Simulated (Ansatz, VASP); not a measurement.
## One calculation of Ga2O3, two programs

```
Ga O
1.0
     2.51618    1.45272    4.51054
    -2.51618    1.45272    4.51054
     0.00000   -2.90544    4.51054
Ga O
4 6
Direct
  0.35591 0.35591 0.35591
  0.14409 0.14409 0.14409
  0.64409 0.64409 0.64409
  0.85591 0.85591 0.85591
  0.55316 0.94684 0.25000
  0.25000 0.55316 0.94684
  0.94684 0.25000 0.55316
  0.44684 0.05316 0.75000
  0.75000 0.44684 0.05316
  0.05316 0.75000 0.44684
```

Alike in both runs: functional PBE; dispersion D3(BJ); k mesh 6 × 6 × 6; occupations gaussian, width 0.02 eV; no spin polarisation.

Ansatz relaxed the structure, and its values are those at the end. VASP's run is a single point on that final structure, the one shown.

|  | VASP | Ansatz |
| --- | --- | --- |
| version | VASP 6.6.1 | Ansatz 0.2.0 |
| potentials or method | VASP PAW PBE potentials, release 64 (Ga_d, O), cutoff 600 eV | scalar-relativistic, plane waves, PAW |
| valence electrons in the cell | 88 | 88 |

```csv
,VASP,Ansatz,Ansatz less VASP
gap on the k mesh at the Fermi level (eV),2.56,2.58,+0.013
least direct gap on the mesh (eV),2.81,2.82,+0.013
pressure (GPa),0.7,0.0,-0.70
rms of the force components (eV/Å),0.005,0.000,-0.0054
```
